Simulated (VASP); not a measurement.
# C (Fd-3m) in VASP: notebook

The runs below take C through single point, with PBE.

Everything below comes from runs of VASP 6.6.1. Logs are shortened: lines on timing, memory, paths and dates and some standing lists are left out, and cuts for length are marked.

**1. The cell of the first run**

It takes space group Fd-3m (No. 227, cubic). Conventional cell: a = 3.499 Å, b = 3.499 Å, c = 3.499 Å, α = 90.00°, β = 90.00°, γ = 90.00°. C (site symmetry -43m) has 4 C at 1.51 Å within 2.0 Å.

**2. Single point, PBE (volume scaled by 0.94)**

INCAR reads:

```
SYSTEM = C
PREC = Accurate ; ENCUT = 600
EDIFF = 1E-6 ; ISMEAR = 0
SIGMA = 0.02 ; LREAL = .False.
LASPH = .True. ; NELM = 120
ALGO = Normal ; ISIF = 2
LWAVE = .False. ; LCHARG = .False.
GGA = PE ; NBANDS = 11
GGA_COMPAT = .False.
```

KPOINTS reads:

```
Automatic mesh
0
Gamma
  12 12 12
  0 0 0
```

POSCAR reads:

```
C
1.0
    0.0000000000      1.7493041881      1.7493041881
    1.7493041881      0.0000000000      1.7493041881
    1.7493041881      1.7493041881      0.0000000000
C
2
Direct
    0.0000000000      0.0000000000      0.0000000000
    0.2500000000      0.2500000000      0.2500000000
```

Potentials or basis: VASP PAW PBE potentials, release 64 (C).

The run is started by

```
cat potpaw_PBE.64/C/POTCAR > POTCAR
mpirun -np 1 vasp_std > vasp.out
```

OUTCAR:

```text
SYSTEM = C
   PREC = Accurate
   ENCUT = 600
   EDIFF = 1E-6
   ISMEAR = 0
   LREAL = .False.
   LASPH = .True.
   NELM = 120
   ISIF = 2
   GGA = PE

 ion  position               nearest neighbor table
   1  0.000  0.000  0.000-   2 1.51   2 1.51   2 1.51   2 1.51
   2  0.250  0.250  0.250-   1 1.51   1 1.51   1 1.51   1 1.51

  LATTYP: Found a face centered cubic cell.
 ALAT       =     3.4986083762

  Lattice vectors:

 A1 = (   0.0000000000,   1.7493041881,   1.7493041881)
 A2 = (   1.7493041881,   0.0000000000,   1.7493041881)
 A3 = (   1.7493041881,   1.7493041881,   0.0000000000)

Analysis of symmetry for initial positions (statically):
=====================================================================
 Subroutine PRICEL returns:
 Original cell was already a primitive cell.

 Routine SETGRP: Setting up the symmetry group for a
 face centered cubic supercell.

 Subroutine GETGRP returns: Found 48 space group operations
 (whereof 24 operations were pure point group operations)
 out of a pool of 48 trial point group operations.

The static configuration has the point symmetry T_d .
 The point group associated with its full space group is O_h .

Analysis of symmetry for dynamics (positions and initial velocities):
=====================================================================
 Subroutine PRICEL returns:
 Original cell was already a primitive cell.

 Routine SETGRP: Setting up the symmetry group for a
 face centered cubic supercell.

 Subroutine GETGRP returns: Found 48 space group operations
 (whereof 24 operations were pure point group operations)
 out of a pool of 48 trial point group operations.

The dynamic configuration has the point symmetry T_d .
 The point group associated with its full space group is O_h .

 Subroutine INISYM returns: Found 48 space group operations
 (whereof 24 operations are pure point group operations),
 and found     1 'primitive' translations

----------------------------------------------------------------------------------------

                                     Primitive cell

  volume of cell :      10.7060

  direct lattice vectors                    reciprocal lattice vectors
     0.000000000  1.749304188  1.749304188    -0.285827933  0.285827933  0.285827933
     1.749304188  0.000000000  1.749304188     0.285827933 -0.285827933  0.285827933
[... 91 lines left out ...]
   ISIF   =      2    stress and relaxation
   ISYM   =      2    0-nonsym 1-usesym 2-fastsym
   POTIM  = 0.5000    time-step for ionic-motion
   TEBEG  =    0.0;   TEEND  =   0.0 temperature during run
   PSTRESS=    0.0 pullay stress
   NELECT =       8.0000    total number of electrons
   NUPDOWN=      -1.0000    fix difference up-down
   EMIN   =  10.00;   EMAX   =-10.00  energy-range for DOS
   EFERMI =   0.00;   METHOD = LEGACY
   ISMEAR =     0;   SIGMA  =   0.02  broadening in eV -4-tet -1-fermi 0-gaus
   EFERMI_NEDOS =   21; number of points for ismear=-14 and -15
   IALGO  =     38    algorithm
   IMIX   =      4    mixing-type and parameters
     AMIX     =   0.40;   BMIX     =  1.00
     AMIX_MAG =   1.60;   BMIX_MAG =  1.00
  volume/ion in A,a.u.               =       5.35        36.12
  Fermi-wavevector in a.u.,A,eV,Ry     =   1.485580  2.807340 30.027365  2.206949
  Thomas-Fermi vector in A             =   2.598974
   LORBIT       =      0    0 simple, 1 ext, 2 COOP (PROOUT), +10 PAW based schemes
   GGA     = PE    functional components
   LHFCALC =     F    Hartree Fock is set to
   AEXX    =    0.0000 exact exchange contribution
   IVDW    =     0    specifies the selected vdW correction
   LEPSILON=     F    determine dielectric tensor
   LRPA    =     F    only Hartree local field effects (RPA)
 non-spin polarized calculation
 Gauss-broadening in eV      SIGMA  =   0.02
  energy-cutoff  :      600.00
  volume of cell :       10.71
 maximum number of plane-waves:       368
   NGX =  9   NGY =  9   NGZ =  9

 number of electron       7.9999999 magnetization

 Free energy of the ion-electron system (eV)
  ---------------------------------------------------
  ext. energy  EPLUGINS =         0.00000000
  ---------------------------------------------------
  free energy    TOTEN  =       -18.12585105 eV

  energy without entropy =      -18.12585105  energy(sigma->0) =      -18.12585105

 E-fermi :  10.8144     XC(G=0): -13.5432

 val. band max:       10.5837666057   @ k =   0.0000   0.0000   0.0000
 cond. band min:      14.8709779509   @ k =   0.3333   0.3333   0.0000
 fundamental gap:      4.2872113452
 Fermi energy:        10.8144210744

 k-point     1 :       0.0000    0.0000    0.0000
  band No.  band energies     occupation
      1     -11.6865      2.00000
      2      10.5838      2.00000
      3      10.5838      2.00000
      4      10.5838      2.00000
      5      16.3337      0.00000
      6      16.3337      0.00000
      7      16.3337      0.00000
      8      25.2662      0.00000
      9      30.6373      0.00000
     10      37.7657      0.00000
     11      37.7657      0.00000
[... 309 lines left out ...]
 k-point    24 :      -0.4167    0.1667    0.0000
  band No.  band energies     occupation
      1      -5.1737      2.00000
      2      -2.5307      2.00000
      3       4.8623      2.00000
      4       6.7919      2.00000
      5      18.3581      0.00000
      6      21.1897      0.00000
      7      22.5562      0.00000
      8      26.7241      0.00000
      9      30.7109      0.00000
     10      35.4268      0.00000
     11      36.2768      0.00000

 [... further k-points ...]

------------------------ aborting loop because EDIFF is reached ----------------------------------------

  FORCE on cell =-STRESS in cart. coord.  units (eV):
  Direction    XX          YY          ZZ          XY          YZ          ZX
  --------------------------------------------------------------------------------------
  -------------------------------------------------------------------------------------
  Total        2.0183472      2.0183472      2.0183472     -0.0000000      0.0000000      0.0000000
  in kB      302.0511271    302.0511271    302.0511271     -0.0000000      0.0000000      0.0000000
  external PRESSURE =     302.0511271 kB  Pullay stress =       0.0000000 kB

 VOLUME and BASIS-vectors are now :
 -----------------------------------------------------------------------------
  energy-cutoff  :      600.00
  volume of cell :       10.71
      direct lattice vectors                 reciprocal lattice vectors
     0.000000000  1.749304188  1.749304188    -0.285827933  0.285827933  0.285827933
     1.749304188  0.000000000  1.749304188     0.285827933 -0.285827933  0.285827933
     1.749304188  1.749304188  0.000000000     0.285827933  0.285827933 -0.285827933

 POSITION                                       TOTAL-FORCE (eV/Angst)
 -----------------------------------------------------------------------------------
      0.00000      0.00000      0.00000        -0.000000     -0.000000      0.000000
      0.87465      0.87465      0.87465         0.000000      0.000000     -0.000000
 -----------------------------------------------------------------------------------
    total drift:                                0.000000      0.000000      0.000000

  FREE ENERGIE OF THE ION-ELECTRON SYSTEM (eV)
  ---------------------------------------------------
  free  energy   TOTEN  =       -18.1258510474 eV

  energy  without entropy=      -18.1258510474  energy(sigma->0) =      -18.12585105
```

OSZICAR:

```text
N       E                     dE             d eps       ncg     rms          rms(c)
DAV:   1     0.237483466590E+01    0.23748E+01   -0.53311E+03  1640   0.808E+02
DAV:   2    -0.184286489262E+02   -0.20803E+02   -0.19992E+02  2049   0.134E+02
DAV:   3    -0.188803700064E+02   -0.45172E+00   -0.45064E+00  1848   0.148E+01
DAV:   4    -0.188811274569E+02   -0.75745E-03   -0.75743E-03  1680   0.729E-01
DAV:   5    -0.188811283271E+02   -0.87020E-06   -0.87021E-06  1817   0.235E-02    0.596E+00
DAV:   6    -0.183143168105E+02    0.56681E+00   -0.29559E-01  1614   0.388E+00    0.356E+00
DAV:   7    -0.181238267650E+02    0.19049E+00   -0.35603E-01  1707   0.431E+00    0.846E-01
DAV:   8    -0.181257961823E+02   -0.19694E-02   -0.97667E-03  1671   0.754E-01    0.456E-02
DAV:   9    -0.181258302742E+02   -0.34092E-04   -0.61681E-05  1859   0.636E-02    0.254E-02
DAV:  10    -0.181258509483E+02   -0.20674E-04   -0.14716E-05  1718   0.346E-02    0.531E-03
DAV:  11    -0.181258510474E+02   -0.99102E-07   -0.24287E-07  1413   0.464E-03
   1 F= -.18125851E+02 E0= -.18125851E+02  d E =-.338054E-62
```

Run time: 11 s. Hardware: 1 thread of Intel Xeon Platinum 8488C (Sapphire Rapids), shared host; peak memory 0.12 GiB.

Results:

```
Free energy            : -18.1259 eV
Pressure               : 30.2 GPa
Band gap on the k mesh : 4.29 eV, indirect (least direct gap 5.75 eV)
```

Levels at points of the mesh, in eV from the valence-band top:
```
           k point  band 2  band 3  band 4  band 5  band 6  band 7
(0.00, 0.00, 0.00)    0.00    0.00    0.00    5.75    5.75    5.75
(0.50, 0.00, 0.00)  -14.03   -2.95   -2.95    8.70    8.70    9.65
(0.50, 0.50, 0.00)  -13.18   -6.66   -6.66    4.88    4.88   17.70
```

Caveat: the cell differs from its parent crystal (volume scaled by 0.94).

**3. Single point, PBE (volume scaled by 0.91)**

INCAR reads:

```
SYSTEM = C
PREC = Accurate
ENCUT = 600
EDIFF = 1E-6
ISMEAR = 0
SIGMA = 0.02
LREAL = .False.
LASPH = .True.
NELM = 120
ALGO = Normal
ISIF = 2
LWAVE = .False.
LCHARG = .False.
GGA = PE
NBANDS = 11
GGA_COMPAT = .False.
```

KPOINTS reads:

```
regular mesh
0
Gamma
  12 12 12
  0 0 0
```

POSCAR reads:

```
C
1.0
    0.0000000000      1.7304930078      1.7304930078
    1.7304930078      0.0000000000      1.7304930078
    1.7304930078      1.7304930078      0.0000000000
C
2
Direct
    0.0000000000      0.0000000000      0.0000000000
    0.2500000000      0.2500000000      0.2500000000
```

Potentials or basis: VASP PAW PBE potentials, release 64 (C).

The run is started by

```
cat potpaw_PBE.64/C/POTCAR > POTCAR
mpirun -np 1 vasp_std > vasp.out
```

Run time: 11 s. Hardware: 1 thread of Intel Xeon Platinum 8488C (Sapphire Rapids), shared host; peak memory 0.12 GiB.

It converged, with:

| Quantity | Value |
| --- | --- |
| Free energy | -18.0401 eV |
| Pressure | 48.8 GPa |
| Band gap on the k mesh | 4.36 eV, indirect (least direct gap 5.84 eV) |

Levels at points of the mesh, in eV from the valence-band top:
```
           k point  band 2  band 3  band 4  band 5  band 6  band 7
(0.00, 0.00, 0.00)    0.00    0.00    0.00    5.84    5.84    5.84
(0.50, 0.00, 0.00)  -14.42   -3.04   -3.04    8.84    8.84   10.11
(0.50, 0.50, 0.00)  -13.43   -6.87   -6.87    4.94    4.94   18.22
```

Caveat: the cell differs from its parent crystal (volume scaled by 0.91).

**4. Single point, PBE**

This run uses another cell than the first one, of 5.69 Å³/atom, 1.064 times its volume.

INCAR reads:

```
ALGO = Normal
EDIFF = 1E-6
ENCUT = 600
GGA = PE
GGA_COMPAT = F
ISIF = 2
ISMEAR = 0
LASPH = T
LCHARG = T
LELF = T
LREAL = F
LVHAR = T
LWAVE = F
NBANDS = 11
NELM = 120
PREC = Accurate
SIGMA = 0.02
```

KPOINTS reads:

```
k-points
0
Gamma
  12 12 12
```

POSCAR reads:

```
C
1.0
    0.0000000000      1.7857584673      1.7857584673
    1.7857584673      0.0000000000      1.7857584673
    1.7857584673      1.7857584673      0.0000000000
C
2
Direct
    0.0000000000      0.0000000000      0.0000000000
    0.2500000000      0.2500000000      0.2500000000
```

The run is started by

```
cat potpaw_PBE.64/C/POTCAR > POTCAR
mpirun -np 1 vasp_std > vasp.out
```

Run time: 11 s. Hardware: 1 thread of Intel Xeon Platinum 8488C (Sapphire Rapids), shared host; peak memory 0.12 GiB.

Results (log left out):

| Item | Value |
| --- | --- |
| Free energy | -18.1905 eV |
| Pressure | 0.0 GPa |
| Band gap on the k mesh | 4.14 eV, indirect (least direct gap 5.58 eV) |

Levels at points of the mesh, in eV from the valence-band top:
```
           k point  band 1  band 2  band 3  band 4  band 5  band 6  band 7  band 8  band 9
(0.00, 0.00, 0.00)  -21.42    0.00    0.00    0.00    5.58    5.58    5.58   13.24   19.24
(0.50, 0.00, 0.00)  -15.67  -13.33   -2.79   -2.79    8.44    8.44    8.79   15.66   21.83
(0.50, 0.50, 0.00)  -12.74  -12.74   -6.27   -6.27    4.75    4.75   16.74   16.74   23.15
```

A k mesh can miss the band edges. As with any semilocal functional, this PBE gap is likely too small.

**5. Single point, PBE (volume scaled by 0.97)**

INCAR reads:

```
SYSTEM = C
  PREC = Accurate
  ENCUT = 600
  EDIFF = 1E-6
  ISMEAR = 0
  SIGMA = 0.02
  LREAL = .FALSE.
  LASPH = .TRUE.
  NELM = 120
  ALGO = Normal
  ISIF = 2
  LWAVE = .FALSE.
  LCHARG = .FALSE.
  GGA = PE
  NBANDS = 11
  GGA_COMPAT = .FALSE.
```

KPOINTS reads:

```
regular mesh
0
G
  12 12 12
  0 0 0
```

POSCAR reads:

```
C
1.0
    0.0000000000      1.7677192697      1.7677192697
    1.7677192697      0.0000000000      1.7677192697
    1.7677192697      1.7677192697      0.0000000000
C
2
Direct
    0.0000000000      0.0000000000      0.0000000000
    0.2500000000      0.2500000000      0.2500000000
```

The run is started by

```
cat potpaw_PBE.64/C/POTCAR > POTCAR
mpirun -np 1 vasp_std > vasp.out
```

Wall time 11 s (1 thread of Intel Xeon Platinum 8488C (Sapphire Rapids), shared host); peak memory 0.12 GiB.

It converged, with:

* Free energy: -18.1743 eV
* Pressure: 14.0 GPa
* Band gap on the k mesh: 4.21 eV, indirect (least direct gap 5.66 eV)

Levels at points of the mesh, in eV from the valence-band top:
| k point | band 1 | band 2 | band 3 | band 4 | band 5 | band 6 | band 7 | band 8 |
| --- | --- | --- | --- | --- | --- | --- | --- | --- |
| (0.00, 0.00, 0.00) | -21.84 | 0.00 | 0.00 | 0.00 | 5.66 | 5.66 | 5.66 | 13.94 |
| (0.50, 0.00, 0.00) | -15.91 | -13.67 | -2.87 | -2.87 | 8.57 | 8.57 | 9.21 | 15.94 |
| (0.50, 0.50, 0.00) | -12.95 | -12.95 | -6.46 | -6.46 | 4.81 | 4.81 | 17.21 | 17.21 |

Caveat: the cell differs from its parent crystal (volume scaled by 0.97). A k mesh can miss the band edges.

**6. Single point, PBE (volume scaled by 1.03)**

INCAR reads:

```
SYSTEM = C
PREC = Accurate
ENCUT = 600
EDIFF = 1E-6
ISMEAR = 0
SIGMA = 0.02
LREAL = .FALSE.
LASPH = .TRUE.
NELM = 120
ALGO = Normal
ISIF = 2
LWAVE = .FALSE.
LCHARG = .FALSE.
GGA = PE
NBANDS = 11
GGA_COMPAT = .FALSE.
```

KPOINTS reads:

```
Automatic mesh
0
G
  12 12 12
  0 0 0
```

POSCAR reads:

```
C
1.0
    0.0000000000      1.8034403942      1.8034403942
    1.8034403942      0.0000000000      1.8034403942
    1.8034403942      1.8034403942      0.0000000000
C
2
Direct
    0.0000000000      0.0000000000      0.0000000000
    0.2500000000      0.2500000000      0.2500000000
```

Potentials or basis: VASP PAW PBE potentials, release 64 (C).

The run is started by

```
cat potpaw_PBE.64/C/POTCAR > POTCAR
mpirun -np 1 vasp_std > vasp.out
```

Run time: 9.9 s. Hardware: 1 thread of Intel Xeon Platinum 8488C (Sapphire Rapids), shared host; peak memory 0.12 GiB.

The run converged. Its results:

```yaml
Free_energy: -18.1786 eV
Pressure: -12.2 GPa
Band_gap_on_the_k_mesh: 4.08 eV, indirect (least direct gap 5.50 eV)
```

Levels at points of the mesh, in eV from the valence-band top:
```tsv
k point	band 2	band 3	band 4	band 5	band 6	band 7
(0.00, 0.00, 0.00)	0.00	0.00	0.00	5.50	5.50	5.50
(0.50, 0.00, 0.00)	-13.01	-2.71	-2.71	8.32	8.32	8.40
(0.50, 0.50, 0.00)	-12.53	-6.10	-6.10	4.69	4.69	16.30
```

Caveat: the cell differs from its parent crystal (volume scaled by 1.03).

**7. Summary**

```tsv
cell	gap on the mesh (eV)	pressure (GPa)
a = 2.474 Å, angles 60.0°, 2 atoms	4.29	30.2
a = 2.447 Å, angles 60.0°, 2 atoms	4.36	48.8
a = 2.525 Å, angles 60.0°, 2 atoms	4.14	0.0
a = 2.500 Å, angles 60.0°, 2 atoms	4.21	14.0
a = 2.550 Å, angles 60.0°, 2 atoms	4.08	-12.2
```

Alike in all rows: task single point; level PBE; potentials or basis VASP PAW PBE potentials, release 64 (C); no spin polarisation; k mesh 12 × 12 × 12; cutoff (eV) 600; smearing gaussian 0.02 eV.

Total energies depend on the potentials used, so only differences within one code and one set of settings carry meaning.
